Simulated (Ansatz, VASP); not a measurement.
# One calculation of P, two programs

File INCAR:

```
ALGO = Normal
EDIFF = 1E-8
ENCUT = 520
GGA = PE
ISIF = 2
ISMEAR = -1
LASPH = T
LCHARG = F
LEFG = T
LREAL = F
LWAVE = F
NBANDS = 12
NELM = 100
PREC = Accurate
SIGMA = 0.05
```

Contents of KPOINTS:

```
k-points
0
Gamma
  15 15 8
```

Contents of POSCAR:

```
P
1.0
    2.7277421120      0.0000000000      0.0000000000
   -1.3638710560      2.3622939640      0.0000000000
    0.0000000000      0.0000000000      4.6256045026
P
2
Direct
    0.3333333333      0.6666666667      0.2500000000
    0.6666666667      0.3333333333      0.7500000000
```

Input for Ansatz:

```yaml
crystal:
  lattice:
    - [2.727742112, 0.0, 0.0]
    - [-1.363871056, 2.362293964, 0.0]
    - [0.0, 0.0, 4.6256045026]
  atoms:
    - { symbol: P, position: [0.3333333333, 0.6666666667, 0.25] }
    - { symbol: P, position: [0.6666666667, 0.3333333333, 0.75] }
kpoints:
  mp_grid: { grid: [15, 15, 8] }
scf:
  occupations: { method: fermi_dirac, width: 0.05 }
hamiltonian:
  xc: pbe
  pseudopotentials: { kind: paw }
output:
  forces: true
  stress: true
  eigenvalues: true
  efg: { contact_densities: true }
```

Change from the starting cell: volume scaled by 1.025, PAW files.

Alike in both runs: task electric field gradients; functional PBE; k mesh 15 × 15 × 8; occupations fermi-dirac, width 0.05 eV; no spin polarisation.

```csv
,VASP,Ansatz
version,VASP 6.6.1,Ansatz 0.2.0
potentials or method,"VASP PAW PBE potentials, release 64 (P)","PAW with Ansatz's default frozen-core files, scalar-relativistic"
plane-wave cutoff (eV),520,420
valence electrons in the cell,10,10
```

VASP gave:

```
pressure (GPa)                                                : -2.3
traceless stress, the component that is largest in VASP (GPa) : 0.08
size of Vzz on the site where it differs most (V/Å²)          : 0.5
```

Problem. Estimate Ansatz's values.

Solution. Pressure (GPa): -2.1; traceless stress, the component that is largest in VASP (GPa): 0.08; size of Vzz on the site where it differs most (V/Å²): 0.5.
